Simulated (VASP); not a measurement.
Here is a VASP 6.6.1 calculation.

The input INCAR:

```
SYSTEM = NiO2
PREC = Accurate
ENCUT = 600
EDIFF = 1E-6
ISMEAR = 0
SIGMA = 0.05
LREAL = .FALSE.
LASPH = .TRUE.
NELM = 120
ALGO = Normal
ISIF = 2
LWAVE = .FALSE.
LCHARG = .FALSE.
GGA = CA
NBANDS = 22
GGA_COMPAT = .FALSE.
```

The input KPOINTS:

```
Automatic mesh
0
G
  12 12 6
  0 0 0
```

Contents of POSCAR:

```
NiO2
1.0
    2.7627792314      0.0000000000      0.0000000000
   -1.3813896157      2.3926369995      0.0000000000
    0.0000000000      0.0000000000      4.2061363981
Ni O
1 2
Direct
    0.0000000000      0.0000000000      0.5000000000
    0.6666666667      0.3333333333      0.7186230907
    0.3333333333      0.6666666667      0.2813769093
```

Potentials or basis: VASP PAW LDA potentials, release 64 (Ni_sv_GW, O).

Launch:

```sh
$ cat potpaw_LDA.64/Ni_sv_GW/POTCAR potpaw_LDA.64/O/POTCAR > POTCAR
$ mpirun -np 1 vasp_std > vasp.out
```

(1) Estimate the largest force.

(2) What does it give for the band gap on the k mesh?

(3) What does it give for the pressure?

## Answers

(1) 0.109 eV/Å.

(2) 0.76 eV, indirect (least direct gap 1.01 eV).

(3) 0.0 GPa.
